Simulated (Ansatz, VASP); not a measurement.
# InSb3 in VASP and in Ansatz

```
In Sb
1.0
     4.93328    0.00000    0.00000
     0.00000    4.93328    0.00000
     0.00000    0.00000    4.11238
In Sb
1 3
Cartesian
  0.0000 0.0000 0.0000
  2.4666 0.0000 2.0562
  0.0000 2.4666 2.0562
  2.4666 2.4666 0.0000
```

Alike in both runs: task single point; functional PBEsol; k mesh 10 × 10 × 10; occupations gaussian, width 0.15 eV; no spin polarisation.

|  | VASP | Ansatz |
| --- | --- | --- |
| version | VASP 6.6.1 | Ansatz 0.2.0 |
| potentials or method | VASP PAW PBE potentials, release 64 (In_d, Sb), cutoff 520 eV | scalar-relativistic, plane waves, PAW |
| valence electrons in the cell | 28 | 58 |

|  | VASP | Ansatz | Ansatz less VASP |
| --- | --- | --- | --- |
| gap on the k mesh at the Fermi level (eV) | none | none | - |
| pressure (GPa) | 3.3 | 3.2 | -0.03 |
| traceless stress, the component that is largest in VASP (GPa) | -1.53 | -1.52 | +0.011 |

VASP's potentials were made for PBE, not for PBEsol, and Ansatz warns of the same on its side. A gap of «none» marks a metal or a gap that the smearing closes. VASP's potentials hold 28 valence electrons a cell and Ansatz's 58, so a difference there can come from the potentials and not from the codes.

Neither program's run includes spin-orbit coupling.
